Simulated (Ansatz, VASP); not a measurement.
**InAs in VASP and in Ansatz**

The input INCAR:

```
SYSTEM = InAs
PREC = Accurate ; ENCUT = 520
EDIFF = 1E-6 ; ISMEAR = 0
SIGMA = 0.05 ; LREAL = .False.
LASPH = .True. ; NELM = 80
ALGO = Normal ; ISIF = 2
LWAVE = .False. ; LCHARG = .True.
GGA = B5 ; ALDAX = 1.0
AGGAX = 1.0 ; AGGAC = 1.0
ALDAC = 0.0 ; LELF = .True.
LVHAR = .True. ; NBANDS = 16
```

Contents of KPOINTS:

```
regular mesh
0
Gamma
  6 6 6
  0 0 0
```

File POSCAR:

```
InAs
1.0
    0.0000000000      3.1155613779      3.1155613779
    3.1155613779      0.0000000000      3.1155613779
    3.1155613779      3.1155613779      0.0000000000
In As
1 1
Direct
    0.0000000000      0.0000000000      0.0000000000
    0.7500000000      0.7500000000      0.7500000000
```

Input for Ansatz:

```yaml
crystal:
  lattice:
    - [0.0, 3.1155613779, 3.1155613779]
    - [3.1155613779, 0.0, 3.1155613779]
    - [3.1155613779, 3.1155613779, 0.0]
  atoms:
    - { symbol: In, position: [0.0, 0.0, 0.0] }
    - { symbol: As, position: [0.75, 0.75, 0.75] }
basis:
  ecutwfc: 420
  ecutrho_ratio: 4
kpoints:
  mp_grid: { grid: [6, 6, 6] }
hamiltonian:
  xc: blyp
scf:
  occupations: { method: gaussian, width: 0.05 }
output:
  forces: true
  stress: true
  eigenvalues: true
```

Alike in both runs: task single point; functional BLYP; k mesh 6 × 6 × 6; occupations gaussian, width 0.05 eV; no spin polarisation.

```csv
,VASP,Ansatz
version,VASP 6.6.1,Ansatz 0.2.0
potentials or method,"VASP PAW PBE potentials, release 64 (In_d, As), cutoff 520 eV","scalar-relativistic, plane waves, PAW"
valence electrons in the cell,18,28
```

Ansatz gave:

- gap on the k mesh at the Fermi level (eV): none
- pressure (GPa): 1.8

Which values does VASP return?

gap on the k mesh at the Fermi level (eV): none; pressure (GPa): 1.9.

VASP's potentials were made for PBE, not for BLYP. A gap of «none» marks a metal or a gap that the smearing closes. VASP's potentials hold 18 valence electrons a cell and Ansatz's 28, so a difference there can come from the potentials and not from the codes.
